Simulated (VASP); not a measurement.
The system is GaBAs2.

```xyz
8
Lattice="-2.6602 2.6602 5.1395 2.6602 -2.6602 5.1395 2.6602 2.6602 -5.1395" Properties=species:S:1:pos:R:3 pbc="T T T"
B     0.0000    0.0000    0.0000
B     0.0000    2.6602    2.5697
As    1.0411    1.3301    1.2849
As    1.3301   -1.6192    3.8546
As    1.6192    1.3301    6.4243
As   -1.3301    1.6192    3.8546
Ga    0.0000    0.0000    5.1395
Ga    2.6602    0.0000    2.5697
```

| Item | Value |
| --- | --- |
| Program | VASP 6.6.1 |
| Task | relaxation of cell and atoms |
| Functional | r2SCAN |
| Potentials or basis | VASP PAW PBE potentials, release 64 (B, As, Ga_d) |
| Cutoff | 600 eV |
| k mesh | 6 × 6 × 6 |
| Occupations | fermi-dirac, width 0.02 eV |
| Spin | no spin polarisation |

At the start: pressure -2.4 GPa; volume 18.19 Å³/atom.

**Question.** How do energy, volume and symmetry change on relaxing?

**Answer.** Over 7 steps the energy falls by 4.2 meV/atom and the volume is 17.75 Å³/atom (-2.4 %); space group I-42d (No. 122, to 0.1 Å) before and after.

Step by step:
| step | energy change (eV) | largest force (eV/Å) | pressure (GPa) | volume (Å³) |
| --- | --- | --- | --- | --- |
| 1 | 0.0000 | 0.1975 | -2.39 | 145.48 |
| 2 | -0.0234 | 0.0514 | 1.53 | 139.85 |
| 3 | -0.0316 | 0.1040 | 0.14 | 141.70 |
| 4 | -0.0316 | 0.1060 | 0.09 | 141.78 |
| 5 | -0.0332 | 0.0382 | 0.02 | 141.90 |
| 6 | -0.0334 | 0.0058 | -0.01 | 141.95 |
| 7 | -0.0334 | 0.0007 | -0.02 | 141.96 |

Final structure:
```yaml
crystal:
  lattice:
    - [-2.63673, 2.63673, 5.10491]
    - [2.63673, -2.63673, 5.10491]
    - [2.63673, 2.63673, -5.10491]
  atoms:
    - { symbol: B, position: [0.00000, 0.00000, 0.00000] }
    - { symbol: B, position: [0.75000, 0.25000, 0.50000] }
    - { symbol: As, position: [0.37500, 0.32329, 0.44829] }
    - { symbol: As, position: [0.07329, 0.62500, 0.94829] }
    - { symbol: As, position: [0.87500, 0.92671, 0.55171] }
    - { symbol: As, position: [0.67671, 0.12500, 0.05171] }
    - { symbol: Ga, position: [0.50000, 0.50000, 0.00000] }
    - { symbol: Ga, position: [0.25000, 0.75000, 0.50000] }
```

Caveat: the PAW data sets were made with another functional, which shifts forces and pressure a little.
